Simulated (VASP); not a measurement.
SnTe: single point with PBE

SnTe:

```
Sn Te
1.0
     0.00000    3.30999    3.30999
     3.30999    0.00000    3.30999
     3.30999    3.30999    0.00000
Sn Te
1 1
Direct
  0.00000 0.00000 0.00000
  0.50000 0.50000 0.50000
```

```yaml
Program: VASP 6.6.1
Task: single point
Functional: PBE
Potentials_or_basis: VASP PAW PBE potentials, release 64 (Sn_d, Te)
Cutoff: 520 eV
k_mesh: 10 × 10 × 10
Occupations: gaussian, width 0.01 eV
Spin: no spin polarisation
```

```yaml
Pressure: -3.2 GPa
Band_gap_on_the_k_mesh: 0.29 eV
```

Levels at points of the mesh, in eV from the valence-band top:
| k point | band 8 | band 9 | band 10 | band 11 | band 12 | band 13 |
| --- | --- | --- | --- | --- | --- | --- |
| (0.00, 0.00, 0.00) | -1.56 | -1.56 | -1.56 | 3.22 | 3.22 | 3.22 |
| (0.50, 0.00, 0.00) | -1.26 | -1.26 | 0.00 | 0.29 | 0.76 | 0.76 |
| (0.50, 0.50, 0.00) | -4.39 | -2.87 | -2.87 | 2.92 | 4.43 | 4.43 |

Wall time 35 s on 1 thread of AMD EPYC 9R14 (Zen 4), with other jobs on the host, peak memory 0.2 GiB.

Caveat: the cell stands under tension; spin-orbit coupling is left out, which moves the levels of the heavy elements. A k mesh can miss the band edges.
